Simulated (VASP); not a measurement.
## SiO2: single point with PBE

Crystal: SiO2.

```
CELL_PARAMETERS angstrom
4.23588 0.00000 0.00000
0.00000 4.33457 0.00000
0.00000 0.00000 2.68977
ATOMIC_POSITIONS crystal
Si 0.50000 0.50000 0.50000
Si 0.00000 0.00000 0.00000
O 0.73959 0.64644 0.00000
O 0.23959 0.85356 0.50000
O 0.26041 0.35356 0.00000
O 0.76041 0.14644 0.50000
```

This cell differs from its parent crystal: atoms displaced along a vibrational mode, the cell strained.

```
Program             : VASP 6.6.1
Task                : single point
Functional          : PBE
Potentials or basis : VASP PAW PBE potentials, release 64 (Si, O)
Cutoff              : 520 eV
k mesh              : 6 × 6 × 8
Occupations         : gaussian, width 0.05 eV
Spin                : no spin polarisation
```

```
Pressure               : -10.2 GPa
Largest force          : 1.387 eV/Å
Band gap on the k mesh : 4.78 eV
```

Forces in eV/Å, atoms in the order of the input:
```
Si   0.000  0.000  0.000
Si   0.000  0.000  0.000
O   -1.280  0.533  0.000
O   -1.280 -0.533  0.000
O    1.280 -0.533  0.000
O    1.280  0.533  0.000
```

Stress tensor (GPa, compression positive):
```
-17.79   0.00   0.00
  0.00  -4.17   0.00
  0.00   0.00  -8.63
```

Levels at points of the mesh, in eV from the valence-band top:
```tsv
k point	band 12	band 13	band 14	band 15	band 16	band 17	band 18	band 19	band 20	band 21
(0.00, 0.00, 0.00)	-2.05	-1.87	-0.33	-0.27	0.00	4.78	6.98	8.59	8.74	11.78
(0.50, 0.00, 0.00)	-2.74	-1.87	-1.87	-0.06	-0.06	6.52	6.52	8.75	8.75	10.63
(0.00, 0.50, 0.00)	-3.06	-1.96	-1.96	-0.83	-0.83	7.42	7.42	9.34	9.34	11.63
(0.50, 0.50, 0.00)	-2.44	-2.32	-2.32	-1.36	-1.36	7.08	7.08	9.64	9.64	12.14
(0.00, 0.00, 0.50)	-4.02	-2.41	-2.41	-1.48	-1.48	8.04	8.04	11.71	11.71	12.00
(0.50, 0.00, 0.50)	-3.60	-2.24	-2.24	-0.76	-0.76	8.60	8.60	9.30	9.30	13.49
(0.00, 0.50, 0.50)	-2.61	-1.65	-1.65	-1.17	-1.17	7.48	7.48	8.95	8.95	11.43
(0.50, 0.50, 0.50)	-3.68	-1.46	-1.46	-0.70	-0.70	6.65	6.65	10.30	10.30	11.66
```

Wall time 75 s on 1 thread of Intel Xeon 8259CL, on a shared host, peak memory 0.2 GiB.

Caveat: the cell differs from its parent crystal (atoms displaced along a vibrational mode, the cell strained); the cell stands under tension; forces of over 1 eV/Å act on the atoms, so gaps and moduli don't describe the material at rest. A k mesh can miss the band edges.
